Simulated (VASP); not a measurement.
Input of a VASP 6.6.1 run:

The input INCAR:

```
PREC = Accurate ; ENCUT = 520
EDIFF = 1E-6 ; ISMEAR = -1
SIGMA = 0.02 ; LREAL = False
LASPH = True ; NELM = 60
ALGO = Normal ; ISIF = 2
LWAVE = False ; LCHARG = False
GGA = CA ; NBANDS = 18
```

The input KPOINTS:

```
Automatic mesh
0
Gamma
  12 12 6
```

Contents of POSCAR:

```
PtSe2
1.0
    3.7286503637      0.0000000000      0.0000000000
   -1.8643251819      3.2291059368      0.0000000000
    0.0000000000      0.0000000000      5.2771566385
Pt Se
1 2
Direct
    0.0000000000      0.0000000000      0.0000000000
    0.3333333333      0.6666666667      0.2462188963
    0.6666666667      0.3333333333      0.7537811037
```

Potentials or basis: VASP PAW LDA potentials, release 64 (Pt, Se).

Command:

```bash
$ cat potpaw_LDA.64/Pt/POTCAR potpaw_LDA.64/Se/POTCAR > POTCAR
$ mpirun -np 1 vasp_std > vasp.out
```

(1) Predict the band gap on the k mesh.

(2) Predict the largest force.

(3) What does it give for the pressure?

## Answers

(1) zero (band 11 reaches 6.15 eV, above the bottom of band 12 at 5.93 eV).

(2) 0.204 eV/Å.

(3) -3.2 GPa.

Caveat: spin-orbit coupling is left out, which moves the levels of the heavy elements.
